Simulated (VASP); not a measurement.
## Pd: relaxation of cell and atoms with r2SCAN

Pd:

```xyz
1
Lattice="0.0000 1.9449 1.9449 1.9449 0.0000 1.9449 1.9449 1.9449 0.0000" Properties=species:S:1:pos:R:3 pbc="T T T"
Pd    0.0000    0.0000    0.0000
```

* Program: VASP 6.6.1
* Task: relaxation of cell and atoms
* Functional: r2SCAN
* Potentials or basis: VASP PAW PBE potentials, release 64 (Pd)
* Cutoff: 600 eV
* k mesh: 14 × 14 × 14
* Occupations: fermi-dirac, width 0.05 eV
* Spin: collinear spin
* Starting moments: [0.5] μB
* Dipole correction: no
* Further INCAR settings: ALGO = Normal; EDIFF = 1e-06; IBRION = 2; EDIFFG = -0.01; NSW = 80; ISIF = 3

The relaxed volume is 15.04 Å³/atom, the relaxed cell is a = 2.771 Å, b = 2.771 Å, c = 2.771 Å, α = 60.00°, β = 60.00°, γ = 60.00° and the space group after relaxing (to 0.1 Å) is Fm-3m (No. 225). The energy gained by relaxing is 4.2 meV/atom and the ionic steps are 3. The pressure after relaxing is 0.0 GPa. The net moment is 0.48 μB per cell, the site moments are Pd +0.48 μB and the valence electrons inside the program's atomic spheres are Pd 9.44.

The path:
| step | energy change (eV) | largest force (eV/Å) | pressure (GPa) | volume (Å³) |
| --- | --- | --- | --- | --- |
| 1 | 0.0000 | 0.0000 | 4.27 | 14.71 |
| 2 | 0.0057 | 0.0000 | -5.98 | 15.56 |
| 3 | -0.0042 | 0.0000 | 0.00 | 15.04 |

Final structure:
```
CELL_PARAMETERS angstrom
0.00000 1.95936 1.95936
1.95936 0.00000 1.95936
1.95936 1.95936 0.00000
ATOMIC_POSITIONS crystal
Pd 0.00000 0.00000 0.00000
```

Levels at points of the mesh, in eV from the Fermi level:
Spin up:
```tsv
k point	band 3	band 4	band 5	band 6	band 7	band 8
(0.00, 0.00, 0.00)	-3.21	-3.21	-1.57	-1.57	17.89	21.77
(0.50, 0.00, 0.00)	-3.22	-0.42	-0.42	1.24	7.27	17.29
(0.50, 0.50, 0.00)	-0.41	-0.14	-0.14	3.55	10.88	13.68
```
Spin down:
| k point | band 2 | band 3 | band 4 | band 5 | band 6 | band 7 | band 8 | band 9 |
| --- | --- | --- | --- | --- | --- | --- | --- | --- |
| (0.00, 0.00, 0.00) | -2.67 | -2.67 | -2.67 | -1.20 | -1.20 | 17.89 | 22.77 | 22.77 |
| (0.50, 0.00, 0.00) | -2.81 | -2.81 | 0.12 | 0.12 | 1.20 | 7.61 | 17.27 | 21.88 |
| (0.50, 0.50, 0.00) | -4.99 | -0.02 | 0.51 | 0.51 | 3.54 | 11.09 | 13.73 | 13.73 |

Run time: 93 s on 1 thread of Intel(R) Xeon(R) 6975P-C (Granite Rapids) (shared host), peak memory 0.18 GiB.

Caveat: the PAW data sets were made with another functional, which shifts forces and pressure a little. Zero-point motion and thermal expansion aren't in these numbers.
